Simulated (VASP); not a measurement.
# SiO2 (Ibam) in VASP: electric field gradients with PBE

Aim: the electric field gradients of SiO2 with PBE.

Everything below comes from runs of VASP 6.6.1. Logs are shortened: lines on timing, memory, paths and dates and some standing lists are left out, and cuts for length are marked.

## (1) The cell of the first run

It takes space group Ibam (No. 72, orthorhombic). Conventional cell: a = 4.720 Å, b = 8.360 Å, c = 5.160 Å, α = 90.00°, β = 90.00°, γ = 90.00°. Si (site symmetry 222) has 4 O at 1.87 Å within 2.5 Å. Within 2.5 Å of O (site symmetry m) lie 2 Si at 1.87 Å.

## (2) Electric field gradients, PBE

INCAR reads:

```
SYSTEM = SiO2
  ALGO = Normal
  EDIFF = 1E-8
  ENCUT = 520
  GGA = PE
  ISIF = 2
  ISMEAR = -1
  ISYM = 0
  LASPH = .True.
  LCHARG = .False.
  LEFG = .True.
  LREAL = .False.
  LWAVE = .False.
  NBANDS = 25
  NELM = 80
  PREC = Accurate
  SIGMA = 0.03
```

KPOINTS reads:

```
k-points
0
Gamma
  5 7 6
  0 0 0
```

POSCAR reads:

```
SiO2
1.0
   -2.3600000000      4.1800000000      2.5800000000
    2.3600000000     -4.1800000000      2.5800000000
    2.3600000000      4.1800000000     -2.5800000000
Si O
2 4
Direct
    0.7500000000      0.7500000000      0.0000000000
    0.2500000000      0.2500000000      0.0000000000
    0.8900000000      0.7910000000      0.6810000000
    0.3900000000      0.7090000000      0.0990000000
    0.6100000000      0.2910000000      0.9010000000
    0.1100000000      0.2090000000      0.3190000000
```

Potentials or basis: VASP PAW PBE potentials, release 64 (Si, O).

Launch:

```
$ cat potpaw_PBE.64/Si/POTCAR potpaw_PBE.64/O/POTCAR > POTCAR
$ mpirun -np 1 vasp_std > vasp.out
```

OUTCAR:

```text
SYSTEM = SiO2
   EDIFF = 1E-8
   ENCUT = 520
   GGA = PE
   ISIF = 2
   ISMEAR = -1
   ISYM = 0
   LASPH = .True.
   LREAL = .False.
   NELM = 80
   PREC = Accurate

 ion  position               nearest neighbor table
   1  0.750  0.750  0.000-   4 1.87   3 1.87   6 1.87   5 1.87   2 2.58   2 2.58
   2  0.250  0.250  0.000-   5 1.87   6 1.87   3 1.87   4 1.87   1 2.58   1 2.58
   3  0.890  0.791  0.681-   1 1.87   2 1.87
   4  0.390  0.709  0.099-   1 1.87   2 1.87
   5  0.610  0.291  0.901-   2 1.87   1 1.87
   6  0.110  0.209  0.319-   2 1.87   1 1.87

IMPORTANT INFORMATION: All symmetrisations will be switched off!
NOSYMM: (Re-)initialisation of all symmetry stuff for point group C_1.

----------------------------------------------------------------------------------------

                                     Primitive cell

  volume of cell :     101.8047

  direct lattice vectors                    reciprocal lattice vectors
    -2.360000000  4.180000000  2.580000000     0.000000000  0.119617225  0.193798450
     2.360000000 -4.180000000  2.580000000     0.211864407  0.000000000  0.193798450
     2.360000000  4.180000000 -2.580000000     0.211864407  0.119617225  0.000000000

  length of vectors
     5.449623840  5.449623840  5.449623840     0.227741344  0.287131270  0.243299830

  position of ions in fractional coordinates (direct lattice)
     0.750000000  0.750000000  0.000000000
     0.250000000  0.250000000  0.000000000
     0.890000000  0.791000000  0.681000000
     0.390000000  0.709000000  0.099000000
     0.610000000  0.291000000  0.901000000
     0.110000000  0.209000000  0.319000000

  ion indices of the primitive-cell ions
   primitive index   ion index
                 1           1
                 2           2
                 3           3
                 4           4
                 5           5
                 6           6

----------------------------------------------------------------------------------------

 KPOINTS: k-points

Automatic generation of k-mesh.
 Grid dimensions read from file:
 generate k-points for:    5    7    6

 Generating k-lattice:

  Cartesian coordinates                     Fractional coordinates (reciprocal lattice)
     0.000000000  0.023923445  0.038759690     0.200000000  0.000000000 -0.000000000
     0.030266344  0.000000000  0.027685493     0.000000000  0.142857143  0.000000000
     0.035310734  0.019936204  0.000000000     0.000000000  0.000000000  0.166666667

  Length of vectors
     0.045548269  0.041018753  0.040549972

  Shift w.r.t. Gamma in fractional coordinates (k-lattice)
     0.000000000  0.000000000  0.000000000

 -----------------------------------------------------------------------------
|                                                                             |
|           W    W    AA    RRRRR   N    N  II  N    N   GGGG   !!!           |
|           W    W   A  A   R    R  NN   N  II  NN   N  G    G  !!!           |
|           W    W  A    A  R    R  N N  N  II  N N  N  G       !!!           |
|           W WW W  AAAAAA  RRRRR   N  N N  II  N  N N  G  GGG   !            |
|           WW  WW  A    A  R   R   N   NN  II  N   NN  G    G                |
|           W    W  A    A  R    R  N    N  II  N    N   GGGG   !!!           |
|                                                                             |
|     Your reciprocal lattice and k-lattice belong to different lattice       |
|     classes:                                                                |
|                                                                             |
|        The reciprocal lattice is face-centered orthorhombic,                |
|        whereas your k-lattice is triclinic.                                 |
|                                                                             |
|     Results are often still useful ...                                      |
|                                                                             |
 -----------------------------------------------------------------------------

 WARNING: IBZKPT: internal override: KBLOWUP is changed to .FALSE.
      ... skipping the blow-up phase ...

[... 48 lines left out ...]
   ENCUT  =  520.0 eV  38.22 Ry    6.18 a.u.  10.13 10.13 10.13*2*pi/ulx,y,z
   NELM   =     80;   NELMIN=  2; NELMDL= -5     # of ELM steps
   EDIFF  = 0.1E-07   stopping-criterion for ELM
   LREAL  =      F    real-space projection
   EDIFFG = 0.1E-06   stopping-criterion for IOM
   NSW    =      0    number of steps for IOM
   IBRION =     -1    ionic relax: 0-MD 1-quasi-New 2-CG
   NFREE  =      0    steps in history (QN), initial steepest desc. (CG)
   ISIF   =      2    stress and relaxation
   ISYM   =      0    0-nonsym 1-usesym 2-fastsym
   POTIM  = 0.5000    time-step for ionic-motion
   TEBEG  =    0.0;   TEEND  =   0.0 temperature during run
   PSTRESS=    0.0 pullay stress
   NELECT =      32.0000    total number of electrons
   NUPDOWN=      -1.0000    fix difference up-down
   EMIN   =  10.00;   EMAX   =-10.00  energy-range for DOS
   EFERMI =   0.00;   METHOD = LEGACY
   ISMEAR =    -1;   SIGMA  =   0.03  broadening in eV -4-tet -1-fermi 0-gaus
   EFERMI_NEDOS =   21; number of points for ismear=-14 and -15
   IALGO  =     38    algorithm
   IMIX   =      4    mixing-type and parameters
     AMIX     =   0.40;   BMIX     =  1.00
     AMIX_MAG =   1.60;   BMIX_MAG =  1.00
  volume/ion in A,a.u.               =      16.97       114.50
  Fermi-wavevector in a.u.,A,eV,Ry     =   1.113103  2.103460 16.857606  1.238999
  Thomas-Fermi vector in A             =   2.249685
   LORBIT       =      0    0 simple, 1 ext, 2 COOP (PROOUT), +10 PAW based schemes
   GGA     = PE    functional components
   LHFCALC =     F    Hartree Fock is set to
   AEXX    =    0.0000 exact exchange contribution
   IVDW    =     0    specifies the selected vdW correction
   LEPSILON=     F    determine dielectric tensor
   LRPA    =     F    only Hartree local field effects (RPA)
 non-spin polarized calculation
  energy-cutoff  :      520.00
  volume of cell :      101.80
 maximum number of plane-waves:      2761
 NGX is ok and might be reduce to    42
   NGX = 21   NGY = 21   NGZ = 21

 number of electron      31.9999999 magnetization

 Free energy of the ion-electron system (eV)
  ---------------------------------------------------
  ext. energy  EPLUGINS =         0.00000000
  ---------------------------------------------------
  free energy    TOTEN  =       -41.93788800 eV

  energy without entropy =      -41.93788800  energy(sigma->0) =      -41.93788800

 E-fermi :  -0.0552     XC(G=0):  -8.1415

 val. band max:       -0.7475268070   @ k =  -0.2000   0.1429   0.3333
 cond. band min:       2.0093457609   @ k =   0.0000   0.0000   0.0000
 fundamental gap:      2.7568725679
 Fermi energy:        -0.0552229028

 k-point     1 :       0.0000    0.0000    0.0000
  band No.  band energies     occupation
      1     -18.7152      2.00000
      2     -17.6777      2.00000
      3     -17.1122      2.00000
      4     -17.0154      2.00000
      5      -6.9451      2.00000
      6      -5.6935      2.00000
[... 661 lines left out ...]
     24      10.1232      0.00000
     25      10.7046      0.00000

 [... further k-points ...]
[... 5 lines left out ...]
  --------------------------------------------------------------------------------------
  -------------------------------------------------------------------------------------
  Total      -13.2363374    -11.6098122    -23.2482658     -0.0000893     -0.0000203     -0.0000363
  in kB     -208.3101489   -182.7123051   -365.8753606     -0.0014055     -0.0003194     -0.0005706
  external PRESSURE =    -252.2992715 kB  Pullay stress =       0.0000000 kB

 VOLUME and BASIS-vectors are now :
 -----------------------------------------------------------------------------
  energy-cutoff  :      520.00
  volume of cell :      101.80
      direct lattice vectors                 reciprocal lattice vectors
    -2.360000000  4.180000000  2.580000000     0.000000000  0.119617225  0.193798450
     2.360000000 -4.180000000  2.580000000     0.211864407  0.000000000  0.193798450
     2.360000000  4.180000000 -2.580000000     0.211864407  0.119617225  0.000000000

 POSITION                                       TOTAL-FORCE (eV/Angst)
 -----------------------------------------------------------------------------------
      0.00000      0.00000      3.87000        -0.000000     -0.000001     -0.000002
      0.00000      0.00000      1.29000         0.000001      0.000001      0.000002
      1.37352      3.26040      2.58000         3.440127      3.096066      0.000002
      0.98648     -0.91960      2.58000        -3.440136      3.096067      0.000001
      1.37352      5.09960     -0.00000         3.440136     -3.096068     -0.000002
      0.98648      0.91960      0.00000        -3.440128     -3.096065     -0.000001
 -----------------------------------------------------------------------------------
    total drift:                                0.000006     -0.000001      0.000000

  FREE ENERGIE OF THE ION-ELECTRON SYSTEM (eV)
  ---------------------------------------------------
  free  energy   TOTEN  =       -41.9378880045 eV

  energy  without entropy=      -41.9378880045  energy(sigma->0) =      -41.93788800

 Electric field gradients (V/A^2)
---------------------------------------------------------------------
 ion       V_xx      V_yy      V_zz      V_xy      V_xz      V_yz
---------------------------------------------------------------------
   1      12.176    19.384   -31.559     0.000     0.000     0.000
   2      12.176    19.384   -31.559     0.000     0.000     0.000
   3     -35.061   -46.527    81.588    63.098    -0.002    -0.001
   4     -35.062   -46.526    81.588   -63.102    -0.002    -0.001
   5     -35.062   -46.526    81.588   -63.102    -0.002    -0.001
   6     -35.061   -46.527    81.588    63.098    -0.002    -0.001
---------------------------------------------------------------------

 Electric field gradients after diagonalization (V/A^2)
 (convention: |V_zz| > |V_xx| > |V_yy|)
----------------------------------------------------------------------
 ion       V_xx      V_yy      V_zz     asymmetry (V_yy - V_xx)/ V_zz
----------------------------------------------------------------------
   1      19.384    12.176   -31.559       0.228
   2      19.384    12.176   -31.559       0.228
   3      81.588    22.564  -104.152       0.567
   4      81.588    22.568  -104.156       0.567
   5      81.588    22.568  -104.156       0.567
   6      81.588    22.564  -104.152       0.567
----------------------------------------------------------------------

           NMR quadrupolar parameters

 Cq : quadrupolar parameter    Cq=e*Q*V_zz/h
 eta: asymmetry parameters     (V_yy - V_xx)/ V_zz
 Q  : nuclear electric quadrupole moment in mb (millibarn)
----------------------------------------------------------------------
 ion       Cq(MHz)       eta       Q (mb)
----------------------------------------------------------------------
   1      -0.076       0.228       1.000
   2      -0.076       0.228       1.000
   3      -0.252       0.567       1.000
   4      -0.252       0.567       1.000
   5      -0.252       0.567       1.000
   6      -0.252       0.567       1.000
----------------------------------------------------------------------
```

Run time: 4.6 min. Hardware: 1 thread of Intel Xeon Platinum 8488C (Sapphire Rapids), shared host; peak memory 0.38 GiB.

What came out:

```yaml
Free_energy: -41.9379 eV
Pressure: -25.2 GPa
Largest_force: 4.628 eV/Å
Band_gap_on_the_k_mesh: 2.76 eV, indirect (least direct gap 3.12 eV)
```

Forces on the atoms (eV/Å):
```
Si   0.000  0.000  0.000
Si   0.000  0.000  0.000
O    3.440  3.096  0.000
O   -3.440  3.096  0.000
O    3.440 -3.096  0.000
O   -3.440 -3.096  0.000
```

Electric field gradients, principal values (V/Å²):
```
atom   least  middle  greatest (by size)
1 Si  12.176  19.384             -31.559
2 Si  12.176  19.384             -31.559
 3 O  22.564  81.588            -104.152
 4 O  22.568  81.588            -104.156
 5 O  22.568  81.588            -104.156
 6 O  22.564  81.588            -104.152
```

Caveat: without QUAD_EFG the Cq values of the log hold for a quadrupole moment of 1 mb, not for the nuclei; forces of over 1 eV/Å act on the atoms, so gaps and moduli don't describe the material at rest. PBE gaps usually lie below the measured ones, often by a third to a half.
